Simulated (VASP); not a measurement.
Set up this calculation in VASP 6.6.1, as the native input.

| Quantity | Value |
| --- | --- |
| Task | dielectric tensor |
| Functional | PBE |
| Potentials or basis | VASP PAW PBE potentials, release 64 (Si, C) |
| Cutoff | 520 eV |
| k mesh | 9 × 9 × 2 |
| Occupations | gaussian, width 0.01 eV |
| Spin | no spin polarisation |
| Dipole correction | no |
| Further INCAR settings | ALGO = Normal; EDIFF = 1e-08 |

The structure of SiC lies in POSCAR:

```
SiC
1.0
    3.0775550333      0.0000000000      0.0000000000
   -1.5387775167      2.6652408404      0.0000000000
    0.0000000000      0.0000000000     10.0767227833
Si C
4 4
Direct
    0.0000000000      0.0000000000     -0.0001405665
    0.3333333333      0.6666666667      0.2499083816
    0.0000000000      0.0000000000      0.4998594335
    0.6666666667      0.3333333333      0.7499083816
    0.0000000000      0.0000000000      0.1872833959
    0.3333333333      0.6666666667      0.4379487892
    0.0000000000      0.0000000000      0.6872833959
    0.6666666667      0.3333333333      0.9379487892
```

The input as run:

INCAR

```
SYSTEM = SiC
PREC = Accurate
ENCUT = 520
EDIFF = 1E-8
ISMEAR = 0
SIGMA = 0.01
LREAL = .FALSE.
LASPH = .TRUE.
NELM = 80
ALGO = Normal
ISIF = 2
LWAVE = .FALSE.
LCHARG = .FALSE.
GGA = PE
LEPSILON = .TRUE.
```

KPOINTS

```
Automatic mesh
0
G
  9 9 2
  0 0 0
```

Potentials or basis: VASP PAW PBE potentials, release 64 (Si, C).

Command:

```sh
$ cat potpaw_PBE.64/Si/POTCAR potpaw_PBE.64/C/POTCAR > POTCAR
$ mpirun -np 1 vasp_std > vasp.out
```

It gave:

The band gap on the k mesh is 2.34 eV, indirect (least direct gap 3.43 eV) and the electronic dielectric tensor (diagonal) is 7.04, 7.04, 7.32. The born charges (mean of the diagonal) is Si +2.76, +2.66; C -2.71 e.

Wall time 6.2 min on 1 thread of Intel Xeon 6975P-C, with other jobs on the host, peak memory 0.37 GiB.
